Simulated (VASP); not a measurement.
Set up this calculation in VASP 6.6.1, as the native input.

* Task: single point
* Functional: PBEsol
* Potentials or basis: VASP PAW PBE potentials, release 64 (Ta_sv_GW, N)
* Cutoff: 700 eV
* k mesh: 5 × 5 × 8
* Occupations: fermi-dirac, width 0.1 eV
* Spin: no spin polarisation
* Dipole correction: no
* Further INCAR settings: ALGO = Normal; EDIFF = 1e-06; NBANDS = 36

The structure of TaN lies in POSCAR:

```
TaN
1.0
    5.0850314903      0.0000000000      0.0000000000
   -2.5425157452      4.4037664487      0.0000000000
    0.0000000000      0.0000000000      2.8486364041
Ta N
3 3
Direct
    0.0000000000      0.0000000000      0.0000000000
    0.3333333333      0.6666666667      0.5000000000
    0.6666666667      0.3333333333      0.5000000000
    0.5000000000      0.0000000000      0.0000000000
    0.5000000000      0.5000000000      0.0000000000
    0.0000000000      0.5000000000      0.0000000000
```

These files were run (other wordings do the same):

INCAR

```
SYSTEM = TaN
PREC = Accurate
ENCUT = 700
EDIFF = 1E-6
ISMEAR = -1
SIGMA = 0.1
LREAL = .FALSE.
LASPH = .TRUE.
NELM = 120
ALGO = Normal
ISIF = 2
LWAVE = .FALSE.
LCHARG = .FALSE.
GGA = PS
NBANDS = 36
GGA_COMPAT = .FALSE.
```

KPOINTS

```
Automatic mesh
0
G
  5 5 8
  0 0 0
```

Potentials or basis: VASP PAW PBE potentials, release 64 (Ta_sv_GW, N).

Run with:

```console
$ cat potpaw_PBE.64/Ta_sv_GW/POTCAR potpaw_PBE.64/N/POTCAR > POTCAR
$ mpirun -np 1 vasp_std > vasp.out
```

Results of the run:

```json
{"Pressure": "24.2 GPa", "Band gap on the k mesh": "zero (bands 27 and 28 overlap by 2.37 eV)"}
```

Caveat: the stress differs along the axes, from 22 to 30 GPa; the PAW data sets were made with another functional, which shifts forces and pressure a little; spin-orbit coupling is left out, which moves the levels of the heavy elements.

It took 84 s on 1 thread of Intel(R) Xeon(R) 6975P-C (Granite Rapids) (shared host), peak memory 0.28 GiB.
